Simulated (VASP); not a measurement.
Runs of VASP 6.6.1 on As. The structure is that of space group Pm-3m (No. 221), or close to it. The cells are those of the table. 

| cell | k mesh | gap on the mesh (eV) | pressure (GPa) |
| --- | --- | --- | --- |
| a = 2.887 Å, 1 atom | 13 × 13 × 13 | none | (a) |
| a = 2.696 Å, 1 atom | 13 × 13 × 13 | none | 10.4 |
| a = 2.813 Å, 1 atom | 18 × 18 × 18 | none | 0.0 |
| a = 2.813 Å, 1 atom | 13 × 13 × 13 | none | -0.2 |
| a = 2.922 Å, 1 atom | 13 × 13 × 13 | none | (b) |
| a = 2.736 Å, 1 atom | 13 × 13 × 13 | none | 6.0 |
| a = 2.851 Å, 1 atom | 13 × 13 × 13 | none | (c) |
| a = 2.775 Å, 1 atom | 13 × 13 × 13 | none | 2.6 |

Alike in all rows: task single point; level BLYP; potentials or basis VASP PAW PBE potentials, release 64 (As); no spin polarisation; cutoff (eV) 520; smearing fermi-dirac 0.1 eV.

Fill in the values left out.

(a) -4.2; (b) -5.7; (c) -2.4.

Caveats: the PAW data sets were made with another functional, which shifts forces and pressure a little.

A k mesh can miss the band edges, and the runs leave out spin-orbit coupling on As.

A gap of «none» marks levels without a gap at the run's occupations.
